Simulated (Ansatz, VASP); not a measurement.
# AlO2 in VASP and in Ansatz

File INCAR:

```
SYSTEM = AlO2
PREC = Accurate
ENCUT = 520
EDIFF = 1E-6
ISMEAR = 0
SIGMA = 0.1
LREAL = .False.
LASPH = .True.
NELM = 150
ALGO = Normal
ISIF = 2
LWAVE = .False.
LCHARG = .False.
ISPIN = 2
MAGMOM = 0 0 1 1 1 1
LORBIT = 11
GGA = PE
NBANDS = 28
```

KPOINTS

```
regular mesh
0
Gamma
  4 4 6
  0 0 0
```

File POSCAR:

```
AlO2
1.0
    4.3385402732      0.0000000000      0.0000000000
    0.0000000000      4.3385402732      0.0000000000
    0.0000000000      0.0000000000      3.5260213100
Al O
2 4
Direct
    0.0000000000      0.0000000000      0.5000000000
    0.5000000000      0.5000000000      0.0000000000
    0.7500000000      0.2500000000      0.2500000000
    0.2500000000      0.7500000000      0.2500000000
    0.2500000000      0.2500000000      0.7500000000
    0.7500000000      0.7500000000      0.7500000000
```

Input for Ansatz:

```yaml
crystal:
  lattice:
    - [4.3385402732, 0.0, 0.0]
    - [0.0, 4.3385402732, 0.0]
    - [0.0, 0.0, 3.52602131]
  atoms:
    - { symbol: Al, position: [0.0, 0.0, 0.5] }
    - { symbol: Al, position: [0.5, 0.5, 0.0] }
    - { symbol: O, position: [0.75, 0.25, 0.25], spin: 1.0 }
    - { symbol: O, position: [0.25, 0.75, 0.25], spin: 1.0 }
    - { symbol: O, position: [0.25, 0.25, 0.75], spin: 1.0 }
    - { symbol: O, position: [0.75, 0.75, 0.75], spin: 1.0 }
basis:
  ecutwfc: 420
kpoints:
  mp_grid: { grid: [4, 4, 6] }
hamiltonian:
  xc: pbe
scf:
  occupations: { method: gaussian, width: 0.1 }
  lower_state_search: "off"
output:
  forces: true
  stress: true
  eigenvalues: true
  populations: true
magnetization:
  spin_polarized: true
```

Alike in both runs: task single point; functional PBE; k mesh 4 × 4 × 6; occupations gaussian, width 0.1 eV; collinear spin.

|  | VASP | Ansatz |
| --- | --- | --- |
| version | VASP 6.6.1 | Ansatz 0.2.0 |
| potentials or method | VASP PAW PBE potentials, release 64 (Al, O), cutoff 520 eV | scalar-relativistic, plane waves, PAW |
| valence electrons in the cell | 30 | 30 |

Ansatz gave:

* gap on the k mesh at the Fermi level (eV): none
* pressure (GPa): 0.6
* traceless stress, the component that is largest in VASP (GPa): -0.16
* net moment per atom (μB): 0.33

Task: Estimate VASP's values.

Result: gap on the k mesh at the Fermi level (eV): none; pressure (GPa): 0.4; traceless stress, the component that is largest in VASP (GPa): -0.13; net moment per atom (μB): 0.33.

A gap of «none» marks a metal or a gap that the smearing closes. The functional is the same, so the differences come from potentials, cutoffs and numerics.

The k mesh is coarse, so the values compare programs but aren't converged.
